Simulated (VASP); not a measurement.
Al16BN15 (a cell with a defect): single point with PBE0

System: Al16BN15 (a cell with a defect).

```
CELL_PARAMETERS angstrom
6.25951 0.00000 0.00000
-3.12976 5.42090 0.00000
0.00000 0.00000 10.03481
ATOMIC_POSITIONS crystal
Al 0.33333 0.16667 0.24962
Al 0.16667 0.33333 0.49962
Al 0.33333 0.16667 0.74962
Al 0.16667 0.33333 0.99962
Al 0.33333 0.66667 0.24962
Al 0.16667 0.83333 0.49962
Al 0.33333 0.66667 0.74962
Al 0.16667 0.83333 0.99962
Al 0.83333 0.16667 0.24962
Al 0.66667 0.33333 0.49962
Al 0.83333 0.16667 0.74962
Al 0.66667 0.33333 0.99962
Al 0.83333 0.66667 0.24962
Al 0.66667 0.83333 0.49962
Al 0.83333 0.66667 0.74962
Al 0.66667 0.83333 0.99962
N 0.33333 0.16667 0.44038
N 0.16667 0.33333 0.19038
N 0.33333 0.16667 0.94038
N 0.16667 0.33333 0.69038
N 0.33333 0.66667 0.44038
N 0.16667 0.83333 0.19038
N 0.33333 0.66667 0.94038
N 0.16667 0.83333 0.69038
N 0.83333 0.16667 0.44038
N 0.66667 0.33333 0.19038
N 0.83333 0.16667 0.94038
N 0.66667 0.33333 0.69038
N 0.66667 0.83333 0.19038
N 0.83333 0.66667 0.94038
N 0.66667 0.83333 0.69038
B 0.83333 0.66667 0.44038
```

* Program: VASP 6.6.1
* Task: single point
* Functional: PBE0
* Potentials or basis: VASP PAW PBE potentials, release 64 (Al, N, B)
* Cutoff: 520 eV
* k mesh: 1 × 1 × 1, shifted
* Occupations: fermi-dirac, width 0.01 eV
* Spin: collinear spin
* Fixed moment: 2 μB

```yaml
Pressure: -1.0 GPa
Largest_force: 3.284 eV/Å
Net_moment: 2.00 μB per cell
Site_moments: Al -0.00, +0.00, +0.02, +0.08, +0.09 (each value once); N -0.01, -0.00, +0.00, +0.07, +0.04, +0.01, +0.05 (each value once); B +0.64 μB
Valence_electrons_inside_the_program's_atomic_spheres: Al 0.87, 0.95, 0.92, 0.91 (each value once); N 3.85, 3.84 (each value once); B 2.20
```

Forces in eV/Å, atoms in the order of the input:
```
Al  -0.159  0.117  0.641
Al   0.532 -0.307  0.022
Al  -0.194  0.088 -0.005
Al   0.136 -0.079  0.169
Al  -0.165 -0.015  0.236
Al   2.245  2.285  0.674
Al  -0.202 -0.030  0.078
Al   0.101 -0.075  0.082
Al  -0.081  0.154  0.226
Al  -0.846 -3.113  0.614
Al  -0.046  0.171  0.080
Al   0.125 -0.060  0.119
Al  -0.069 -0.010 -3.008
Al  -2.527  1.472  1.181
Al  -0.060  0.053  0.028
Al   0.157 -0.097  0.051
N   -0.125  0.076 -0.104
N    0.144 -0.083 -0.232
N   -0.192  0.112 -0.127
N    0.133 -0.080 -0.025
N   -0.185  0.050 -0.211
N    0.339 -0.127 -0.359
N   -0.145  0.131 -0.118
N    0.329 -0.125  0.213
N   -0.133  0.128 -0.203
N    0.240 -0.252 -0.403
N   -0.200  0.078 -0.111
N    0.294 -0.177  0.206
N    0.130 -0.043 -0.110
N   -0.211  0.120 -0.122
N    0.189 -0.128 -0.037
B    0.443 -0.234  0.557
```

Stress tensor (GPa, compression positive):
```
-0.33 -2.44 -0.16
-2.44 -3.12  0.39
-0.16  0.39  0.35
```

Wall time 3.6 min on 1 thread of Intel(R) Xeon(R) 6975P-C (Granite Rapids) (shared host), peak memory 0.66 GiB.

Caveat: the PAW data sets were made with another functional, which shifts forces and pressure a little; the total moment is fixed, so each spin has its own Fermi level and the state may be an excited one.
